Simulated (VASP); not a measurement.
# Co (P6_3/mmc) in VASP: a series of runs, part 2 of 2

VASP 6.6.1. Earlier steps stand in the parts before.

### 4 Single point, PBE+D4, collinear spin, ferromagnetic start

This run uses another cell than the first one, of 11.33 Å³/atom, 1.060 times its volume.

INCAR

```
SYSTEM = Co
PREC = Accurate ; ENCUT = 520
EDIFF = 1E-6 ; ISMEAR = -1
SIGMA = 0.05 ; LREAL = .FALSE.
LASPH = .TRUE. ; NELM = 150
ALGO = Normal ; ISIF = 2
LWAVE = .FALSE. ; LCHARG = .FALSE.
ISPIN = 2 ; MAGMOM = 2 2 2 2
LORBIT = 11 ; LMAXMIX = 4
GGA = PE ; IVDW = 13
NBANDS = 30
```

KPOINTS

```
regular mesh
0
G
  12 12 4
  0 0 0
```

POSCAR

```
Co
1.0
    2.5190164704      0.0000000000      0.0000000000
   -1.2595082352      2.1815322559      0.0000000000
    0.0000000000      0.0000000000      8.2468668932
Co
4
Direct
    0.6666666667      0.3333333333      0.7500000000
    0.0000000000      0.0000000000      0.5000000000
    0.3333333333      0.6666666667      0.2500000000
    0.0000000000      0.0000000000      0.0000000000
```

Command:

```bash
> cat potpaw_PBE.64/Co/POTCAR > POTCAR
> mpirun -np 1 vasp_std > vasp.out
```

Wall time 2.3 min (1 thread of Intel Xeon 6975P-C, shared host); peak memory 0.25 GiB.

It converged, with:

- Free energy: -29.7264 eV
- Pressure: -13.2 GPa
- Net moment: 6.76 μB per cell
- Site moments: Co +1.72, +1.71 μB
- Valence electrons inside the program's atomic spheres: Co 8.19
- Dispersion energy per atom: -0.411 eV

Stress tensor (GPa, compression positive):
```
-12.15   0.00   0.00
  0.00 -12.15   0.00
  0.00   0.00 -15.22
```

Levels at points of the mesh, in eV from the Fermi level:
Spin up:
| k point | band 19 | band 20 | band 21 | band 22 | band 23 | band 24 | band 25 | band 26 |
| --- | --- | --- | --- | --- | --- | --- | --- | --- |
| (0.00, 0.00, 0.00) | -1.57 | -1.28 | -1.28 | -0.92 | -0.92 | -0.25 | 5.73 | 14.15 |
| (0.50, 0.00, 0.00) | -0.68 | -0.66 | 0.26 | 1.32 | 2.26 | 2.87 | 6.53 | 6.55 |
| (0.00, 0.00, 0.50) | -1.71 | -1.71 | -1.07 | -1.07 | -1.07 | -1.07 | 8.70 | 8.70 |
| (0.50, 0.00, 0.50) | -0.70 | -0.70 | 1.11 | 1.11 | 2.61 | 2.61 | 6.90 | 6.90 |
Spin down:
```csv
k point,band 10,band 11,band 12,band 13,band 14,band 15,band 16,band 17,band 18,band 19
"(0.00, 0.00, 0.00)",-1.01,-1.01,-0.75,-0.75,-0.72,-0.72,-0.31,0.10,0.10,0.41
"(0.50, 0.00, 0.00)",-1.01,-0.73,-0.06,-0.02,0.50,1.14,1.16,1.17,1.19,1.22
"(0.00, 0.00, 0.50)",-0.93,-0.93,-0.93,-0.84,-0.84,-0.84,-0.84,0.26,0.26,0.26
"(0.50, 0.00, 0.50)",-0.78,-0.75,-0.75,-0.21,-0.21,0.79,0.79,1.15,1.15,1.24
```

Caveat: pairwise dispersion overbinds metals, which lowers pressure and volume.

### 5 Single point, RPBE, collinear spin, ferromagnetic start

This run uses another cell than the first one, of 11.33 Å³/atom, 1.060 times its volume.

INCAR

```
SYSTEM = Co
PREC = Accurate
ENCUT = 520
EDIFF = 1E-7
ISMEAR = -1
SIGMA = 0.05
LREAL = .FALSE.
LASPH = .TRUE.
NELM = 150
ALGO = Fast
ISIF = 2
LWAVE = .FALSE.
LCHARG = .TRUE.
ISPIN = 2
MAGMOM = 2 2 2 2
LORBIT = 11
LMAXMIX = 4
GGA = RP
LELF = .TRUE.
LVHAR = .TRUE.
NBANDS = 30
```

KPOINTS is that of step 4.

POSCAR is that of step 4.

Command:

```bash
> cat potpaw_PBE.64/Co/POTCAR > POTCAR
> mpirun -np 1 vasp_std > vasp.out
```

It took 3 min on 1 thread of Intel Xeon 6975P-C, shared host; peak memory 0.25 GiB.

The run converged. Its results:

```
Free energy                                           : -26.0547 eV
Pressure                                              : -2.0 GPa
Net moment                                            : 6.80 μB per cell
Site moments                                          : Co +1.74, +1.72 μB
Valence electrons inside the program's atomic spheres : Co 8.19
```

Stress tensor (GPa, compression positive):
```
-1.05  0.00  0.00
 0.00 -1.05  0.00
 0.00  0.00 -3.99
```

Levels at points of the mesh, in eV from the Fermi level:
Spin up:
```
           k point  band 19  band 20  band 21  band 22  band 23  band 24  band 25  band 26
(0.00, 0.00, 0.00)    -1.62    -1.33    -1.33    -0.97    -0.97    -0.25     5.73    14.15
(0.50, 0.00, 0.00)    -0.73    -0.71     0.26     1.33     2.24     2.87     6.53     6.55
(0.00, 0.00, 0.50)    -1.77    -1.77    -1.13    -1.13    -1.13    -1.13     8.71     8.71
(0.50, 0.00, 0.50)    -0.75    -0.75     1.09     1.09     2.60     2.60     6.91     6.91
```
Spin down:
```csv
k point,band 10,band 11,band 12,band 13,band 14,band 15,band 16,band 17,band 18,band 19
"(0.00, 0.00, 0.00)",-1.00,-1.00,-0.75,-0.75,-0.72,-0.72,-0.37,0.12,0.12,0.43
"(0.50, 0.00, 0.00)",-1.00,-0.73,-0.05,-0.01,0.46,1.14,1.16,1.19,1.19,1.22
"(0.00, 0.00, 0.50)",-0.93,-0.93,-0.93,-0.84,-0.84,-0.84,-0.84,0.28,0.28,0.28
"(0.50, 0.00, 0.50)",-0.80,-0.74,-0.74,-0.22,-0.22,0.80,0.80,1.16,1.16,1.25
```

Caveat: the PAW data sets were made with another functional, which shifts forces and pressure a little.

### 6 Single point, BLYP, collinear spin, ferromagnetic start

This run uses another cell than the first one, of 11.33 Å³/atom, 1.060 times its volume.

INCAR, as its differences from that of step 5:

```diff
@@ -3,3 +3,3 @@
 ENCUT = 520
-EDIFF = 1E-7
+EDIFF = 1E-6
 ISMEAR = -1
@@ -9,3 +9,3 @@
 NELM = 150
-ALGO = Fast
+ALGO = Normal
 ISIF = 2
@@ -17,3 +17,7 @@
 LMAXMIX = 4
-GGA = RP
+GGA = B5
+ALDAX = 1.0
+AGGAX = 1.0
+AGGAC = 1.0
+ALDAC = 0.0
 LELF = .TRUE.
```

KPOINTS is that of step 5.

POSCAR is that of step 5.

Potentials or basis: VASP PAW PBE potentials, release 64 (Co).

Command:

```bash
> cat potpaw_PBE.64/Co/POTCAR > POTCAR
> mpirun -np 1 vasp_std > vasp.out
```

Wall time 2.9 min (1 thread of Intel Xeon 6975P-C, shared host); peak memory 0.25 GiB.

Results (log left out):

- Free energy: -24.2397 eV
- Pressure: 0.9 GPa
- Net moment: 6.62 μB per cell
- Site moments: Co +1.68, +1.66 μB
- Valence electrons inside the program's atomic spheres: Co 8.22

Stress tensor (GPa, compression positive):
```
 2.00  0.00  0.00
 0.00  2.00  0.00
 0.00  0.00 -1.18
```

Levels at points of the mesh, in eV from the Fermi level:
Spin up:
| k point | band 20 | band 21 | band 22 | band 23 | band 24 | band 25 |
| --- | --- | --- | --- | --- | --- | --- |
| (0.00, 0.00, 0.00) | -1.21 | -1.21 | -0.85 | -0.85 | -0.02 | 5.80 |
| (0.50, 0.00, 0.00) | -0.59 | 0.46 | 1.52 | 2.41 | 3.00 | 6.62 |
| (0.00, 0.00, 0.50) | -1.65 | -1.00 | -1.00 | -1.00 | -1.00 | 8.83 |
| (0.50, 0.00, 0.50) | -0.62 | 1.28 | 1.28 | 2.75 | 2.75 | 7.01 |
Spin down:
| k point | band 12 | band 13 | band 14 | band 15 | band 16 | band 17 |
| --- | --- | --- | --- | --- | --- | --- |
| (0.00, 0.00, 0.00) | -0.78 | -0.78 | -0.75 | -0.75 | -0.02 | 0.06 |
| (0.50, 0.00, 0.00) | -0.08 | -0.05 | 0.72 | 1.11 | 1.13 | 1.14 |
| (0.00, 0.00, 0.50) | -0.97 | -0.88 | -0.88 | -0.88 | -0.88 | 0.23 |
| (0.50, 0.00, 0.50) | -0.69 | -0.18 | -0.18 | 0.76 | 0.76 | 1.13 |

Caveat: the PAW data sets were made with another functional, which shifts forces and pressure a little.

### 7 Summary

| level | spin | cell | gap on the mesh (eV) | pressure (GPa) | moment (μB) |
| --- | --- | --- | --- | --- | --- |
| PBE | collinear, ferrimagnetic start | a = 2.471, b = 2.471, c = 8.088 Å, angles 90.0, 90.0, 120.0°, 4 atoms | none | -2.2 | 2.24 |
| PBE+D4 | collinear, ferromagnetic start | a = 2.519, b = 2.519, c = 8.247 Å, angles 90.0, 90.0, 120.0°, 4 atoms | none | -13.2 | 6.76 |
| RPBE | collinear, ferromagnetic start | a = 2.519, b = 2.519, c = 8.247 Å, angles 90.0, 90.0, 120.0°, 4 atoms | none | -2.0 | 6.80 |
| BLYP | collinear, ferromagnetic start | a = 2.519, b = 2.519, c = 8.247 Å, angles 90.0, 90.0, 120.0°, 4 atoms | none | 0.9 | 6.62 |

Alike in all rows: task single point; potentials or basis VASP PAW PBE potentials, release 64 (Co); k mesh 12 × 12 × 4; cutoff (eV) 520; smearing fermi-dirac 0.05 eV.

Caveats: the PAW data sets were made with another functional, which shifts forces and pressure a little (some runs); pairwise dispersion overbinds metals, which lowers pressure and volume (some runs).

Total energies depend on the potentials used, so only differences within one code and one set of settings carry meaning.
